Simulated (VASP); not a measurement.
# TePb (Fm-3m) in VASP: a series of runs

TePb is run at these levels: PBEsol; tasks: electric field gradients.

All numbers are computed with VASP 6.6.1; they aren't measurements. Logs are shortened: lines on timing, memory, paths and dates and some standing lists are left out, and cuts for length are marked.

### 1 The cell of the first run

It takes space group Fm-3m (No. 225, cubic). Conventional cell: a = 6.367 Å, b = 6.367 Å, c = 6.367 Å, α = 90.00°, β = 90.00°, γ = 90.00°. Within 4.2 Å of Te (site symmetry m-3m) lie 6 Pb at 3.18 Å. Pb (site symmetry m-3m) has 6 Te at 3.18 Å within 4.2 Å.

### 2 Electric field gradients, PBEsol (volume scaled by 0.96)

The input, INCAR:

```
ALGO = Normal
EDIFF = 1E-8
ENCUT = 520
GGA = PS
ISIF = 2
ISMEAR = -1
LASPH = True
LCHARG = False
LEFG = True
LREAL = False
LWAVE = False
NBANDS = 17
NELM = 80
PREC = Accurate
SIGMA = 0.03
```

The input, KPOINTS:

```
k-points
0
Gamma
  10 10 10
```

The input, POSCAR:

```
TePb
1.0
    0.0000000000      3.1833865456      3.1833865456
    3.1833865456      0.0000000000      3.1833865456
    3.1833865456      3.1833865456      0.0000000000
Te Pb
1 1
Direct
    0.5000000000      0.5000000000      0.5000000000
    0.0000000000      0.0000000000      0.0000000000
```

Potentials or basis: VASP PAW PBE potentials, release 64 (Te, Pb_d).

On the command line:

```console
$ cat potpaw_PBE.64/Te/POTCAR potpaw_PBE.64/Pb_d/POTCAR > POTCAR
$ mpirun -np 1 vasp_std > vasp.out
```

OUTCAR:

```text
EDIFF = 1E-8
   ENCUT = 520
   GGA = PS
   ISIF = 2
   ISMEAR = -1
   LASPH = True
   LREAL = False
   NELM = 80
   PREC = Accurate

 ion  position               nearest neighbor table
   1  0.500  0.500  0.500-   2 3.18   2 3.18   2 3.18   2 3.18   2 3.18   2 3.18
   2  0.000  0.000  0.000-   1 3.18   1 3.18   1 3.18   1 3.18   1 3.18   1 3.18

  LATTYP: Found a face centered cubic cell.
 ALAT       =     6.3667730912

  Lattice vectors:

 A1 = (   0.0000000000,   3.1833865456,   3.1833865456)
 A2 = (   3.1833865456,   0.0000000000,   3.1833865456)
 A3 = (   3.1833865456,   3.1833865456,   0.0000000000)

Analysis of symmetry for initial positions (statically):
=====================================================================
 Subroutine PRICEL returns:
 Original cell was already a primitive cell.

 Routine SETGRP: Setting up the symmetry group for a
 face centered cubic supercell.

 Subroutine GETGRP returns: Found 48 space group operations
 (whereof 48 operations were pure point group operations)
 out of a pool of 48 trial point group operations.

The static configuration has the point symmetry O_h .

Analysis of symmetry for dynamics (positions and initial velocities):
=====================================================================
 Subroutine PRICEL returns:
 Original cell was already a primitive cell.

 Routine SETGRP: Setting up the symmetry group for a
 face centered cubic supercell.

 Subroutine GETGRP returns: Found 48 space group operations
 (whereof 48 operations were pure point group operations)
 out of a pool of 48 trial point group operations.

The dynamic configuration has the point symmetry O_h .

 Subroutine INISYM returns: Found 48 space group operations
 (whereof 48 operations are pure point group operations),
 and found     1 'primitive' translations

----------------------------------------------------------------------------------------

                                     Primitive cell

  volume of cell :      64.5206

  direct lattice vectors                    reciprocal lattice vectors
     0.000000000  3.183386546  3.183386546    -0.157065437  0.157065437  0.157065437
     3.183386546  0.000000000  3.183386546     0.157065437 -0.157065437  0.157065437
     3.183386546  3.183386546  0.000000000     0.157065437  0.157065437 -0.157065437

  length of vectors
     4.501988427  4.501988427  4.501988427     0.272045318  0.272045318  0.272045318

  position of ions in fractional coordinates (direct lattice)
     0.500000000  0.500000000  0.500000000
     0.000000000  0.000000000  0.000000000

  ion indices of the primitive-cell ions
   primitive index   ion index
                 1           1
                 2           2

----------------------------------------------------------------------------------------

 KPOINTS: k-points

Automatic generation of k-mesh.
 Grid dimensions read from file:
 generate k-points for:   10   10   10

 Generating k-lattice:

  Cartesian coordinates                     Fractional coordinates (reciprocal lattice)
    -0.015706544  0.015706544  0.015706544     0.100000000  0.000000000  0.000000000
     0.015706544 -0.015706544  0.015706544     0.000000000  0.100000000  0.000000000
     0.015706544  0.015706544 -0.015706544     0.000000000  0.000000000  0.100000000

  Length of vectors
     0.027204532  0.027204532  0.027204532

  Shift w.r.t. Gamma in fractional coordinates (k-lattice)
     0.000000000  0.000000000  0.000000000

 Subroutine IBZKPT returns following result:
 ===========================================

 Found     47 irreducible k-points:

 Following reciprocal coordinates:
            Coordinates               Weight
  0.000000  0.000000  0.000000      1.000000
  0.100000  0.000000  0.000000      8.000000
  0.200000  0.000000  0.000000      8.000000
  0.300000  0.000000  0.000000      8.000000
  0.400000  0.000000  0.000000      8.000000
  0.500000  0.000000  0.000000      4.000000
[... 16 lines left out ...]
  0.300000  0.300000  0.000000      6.000000
  0.400000  0.300000  0.000000     24.000000
 [... further k-points ...]
   k-points           NKPTS =     47   k-points in BZ     NKDIM =     47   number of bands    NBANDS=     17
   number of dos      NEDOS =    301   number of ions     NIONS =      2
   total plane-waves  NPLWV =  46656
   dimension x,y,z NGX =    36 NGY =   36 NGZ =   36
   dimension x,y,z NGXF=    72 NGYF=   72 NGZF=   72
   ions per type =               1   1
   NGX,Y,Z   is equivalent  to a cutoff of  13.29, 13.29, 13.29 a.u.
   NGXF,Y,Z  is equivalent  to a cutoff of  26.59, 26.59, 26.59 a.u.
 SYSTEM =  unknown system
   PREC   = accura    normal or accurate (medium, high low for compatibility)
   ISTART =      0    job   : 0-new  1-cont  2-samecut
   ICHARG =      2    charge: 1-file 2-atom 10-const
   ISPIN  =      1    spin polarized calculation?
   LNONCOLLINEAR =      F non collinear calculations
   LSORBIT =      F    spin-orbit coupling
   LASPH  =      T    aspherical Exc in radial PAW
   ENCUT  =  520.0 eV  38.22 Ry    6.18 a.u.   8.37  8.37  8.37*2*pi/ulx,y,z
   NELM   =     80;   NELMIN=  2; NELMDL= -5     # of ELM steps
   EDIFF  = 0.1E-07   stopping-criterion for ELM
   LREAL  =      F    real-space projection
   EDIFFG = 0.1E-06   stopping-criterion for IOM
   NSW    =      0    number of steps for IOM
   IBRION =     -1    ionic relax: 0-MD 1-quasi-New 2-CG
   NFREE  =      0    steps in history (QN), initial steepest desc. (CG)
   ISIF   =      2    stress and relaxation
   ISYM   =      2    0-nonsym 1-usesym 2-fastsym
   POTIM  = 0.5000    time-step for ionic-motion
   TEBEG  =    0.0;   TEEND  =   0.0 temperature during run
   PSTRESS=    0.0 pullay stress
   NELECT =      20.0000    total number of electrons
   NUPDOWN=      -1.0000    fix difference up-down
   EMIN   =  10.00;   EMAX   =-10.00  energy-range for DOS
   EFERMI =   0.00;   METHOD = LEGACY
   ISMEAR =    -1;   SIGMA  =   0.03  broadening in eV -4-tet -1-fermi 0-gaus
   EFERMI_NEDOS =   21; number of points for ismear=-14 and -15
   IALGO  =     38    algorithm
   IMIX   =      4    mixing-type and parameters
     AMIX     =   0.40;   BMIX     =  1.00
     AMIX_MAG =   1.60;   BMIX_MAG =  1.00
  volume/ion in A,a.u.               =      32.26       217.70
  Fermi-wavevector in a.u.,A,eV,Ry     =   1.107946  2.093715 16.701770  1.227545
  Thomas-Fermi vector in A             =   2.244467
   LORBIT       =      0    0 simple, 1 ext, 2 COOP (PROOUT), +10 PAW based schemes
   GGA     = PS    functional components
   LHFCALC =     F    Hartree Fock is set to
   AEXX    =    0.0000 exact exchange contribution
   IVDW    =     0    specifies the selected vdW correction
   LEPSILON=     F    determine dielectric tensor
   LRPA    =     F    only Hartree local field effects (RPA)
 non-spin polarized calculation
  energy-cutoff  :      520.00
  volume of cell :       64.52
 maximum number of plane-waves:      1807
 NGX is ok and might be reduce to    36
   NGX = 17   NGY = 17   NGZ = 17

 number of electron      19.9999999 magnetization

 Free energy of the ion-electron system (eV)
  ---------------------------------------------------
  ext. energy  EPLUGINS =         0.00000000
  ---------------------------------------------------
  free energy    TOTEN  =        -8.24670362 eV

  energy without entropy =       -8.24670322  energy(sigma->0) =       -8.24670342

 E-fermi :   6.3455     XC(G=0):  -9.6705

 val. band max:        6.0613870035   @ k =   0.5000   0.0000   0.0000
 cond. band min:       6.6291838623   @ k =   0.5000   0.0000   0.0000
 fundamental gap:      0.5677968587
 Fermi energy:         6.3455092325

 k-point     1 :       0.0000    0.0000    0.0000
  band No.  band energies     occupation
      1     -10.6607      2.00000
      2     -10.6607      2.00000
      3     -10.6461      2.00000
      4     -10.6461      2.00000
      5     -10.6461      2.00000
      6      -6.3673      2.00000
[... 9 lines left out ...]
     16      11.7026      0.00000
     17      13.1180      0.00000

 k-point     2 :       0.1000    0.0000    0.0000
  band No.  band energies     occupation
      1     -10.6621      2.00000
      2     -10.6621      2.00000
      3     -10.6458      2.00000
      4     -10.6444      2.00000
      5     -10.6444      2.00000
      6      -6.2756      2.00000
[... 9 lines left out ...]
     16      11.9037      0.00000
     17      13.9374      0.00000
[... 421 lines left out ...]
 k-point    24 :       0.4000    0.3000    0.0000
  band No.  band energies     occupation
      1     -10.7178      2.00000
      2     -10.6542      2.00000
      3     -10.6525      2.00000
      4     -10.6222      2.00000
      5     -10.6209      2.00000
      6      -4.9962      2.00000
[... 9 lines left out ...]
     16      15.7527      0.00000
     17      16.2630      0.00000

 [... further k-points ...]
[... 5 lines left out ...]
  --------------------------------------------------------------------------------------
  -------------------------------------------------------------------------------------
  Total        0.6894979      0.6894979      0.6894979     -0.0000000     -0.0000000     -0.0000000
  in kB       17.1216426     17.1216426     17.1216426     -0.0000000     -0.0000000     -0.0000000
  external PRESSURE =      17.1216426 kB  Pullay stress =       0.0000000 kB

 VOLUME and BASIS-vectors are now :
 -----------------------------------------------------------------------------
  energy-cutoff  :      520.00
  volume of cell :       64.52
      direct lattice vectors                 reciprocal lattice vectors
     0.000000000  3.183386546  3.183386546    -0.157065437  0.157065437  0.157065437
     3.183386546  0.000000000  3.183386546     0.157065437 -0.157065437  0.157065437
     3.183386546  3.183386546  0.000000000     0.157065437  0.157065437 -0.157065437

 POSITION                                       TOTAL-FORCE (eV/Angst)
 -----------------------------------------------------------------------------------
      3.18339      3.18339      3.18339        -0.000000     -0.000000     -0.000000
      0.00000      0.00000      0.00000         0.000000      0.000000      0.000000
 -----------------------------------------------------------------------------------
    total drift:                               -0.000000      0.000000      0.000000

  FREE ENERGIE OF THE ION-ELECTRON SYSTEM (eV)
  ---------------------------------------------------
  free  energy   TOTEN  =        -8.2467036152 eV

  energy  without entropy=       -8.2467032205  energy(sigma->0) =       -8.24670342

 Electric field gradients (V/A^2)
---------------------------------------------------------------------
 ion       V_xx      V_yy      V_zz      V_xy      V_xz      V_yz
---------------------------------------------------------------------
   1      -0.000    -0.000    -0.000    -0.000    -0.000    -0.000
   2       0.000    -0.000    -0.000     0.001     0.001     0.001
---------------------------------------------------------------------

 Electric field gradients after diagonalization (V/A^2)
 (convention: |V_zz| > |V_xx| > |V_yy|)
----------------------------------------------------------------------
 ion       V_xx      V_yy      V_zz     asymmetry (V_yy - V_xx)/ V_zz
----------------------------------------------------------------------
   1       0.000     0.000    -0.000       0.000
   2      -0.001    -0.001     0.002       0.000
----------------------------------------------------------------------

           NMR quadrupolar parameters

 Cq : quadrupolar parameter    Cq=e*Q*V_zz/h
 eta: asymmetry parameters     (V_yy - V_xx)/ V_zz
 Q  : nuclear electric quadrupole moment in mb (millibarn)
----------------------------------------------------------------------
 ion       Cq(MHz)       eta       Q (mb)
----------------------------------------------------------------------
   1      -0.000       0.000       1.000
   2       0.000       0.000       1.000
----------------------------------------------------------------------
```

Run time: 69 s. Hardware: 1 thread of AMD EPYC 7R43 (Zen 3), shared host; peak memory 0.19 GiB.

What came out:

```yaml
Free_energy: -8.2467 eV
Pressure: 1.7 GPa
Band_gap_on_the_k_mesh: 0.57 eV, direct
```

Levels at points of the mesh, in eV from the valence-band top:
| k point | band 8 | band 9 | band 10 | band 11 | band 12 | band 13 |
| --- | --- | --- | --- | --- | --- | --- |
| (0.00, 0.00, 0.00) | -1.52 | -1.52 | -1.52 | 4.09 | 4.09 | 4.09 |
| (0.50, 0.00, 0.00) | -1.02 | -1.02 | 0.00 | 0.57 | 1.12 | 1.12 |
| (0.50, 0.50, 0.00) | -4.90 | -3.08 | -3.08 | 3.00 | 5.61 | 5.61 |

Caveat: without QUAD_EFG the Cq values of the log hold for a quadrupole moment of 1 mb, not for the nuclei; the PAW data sets were made with another functional, which shifts forces and pressure a little; spin-orbit coupling is left out, which moves the levels of the heavy elements.

(Part 1 of 2 ends here.)
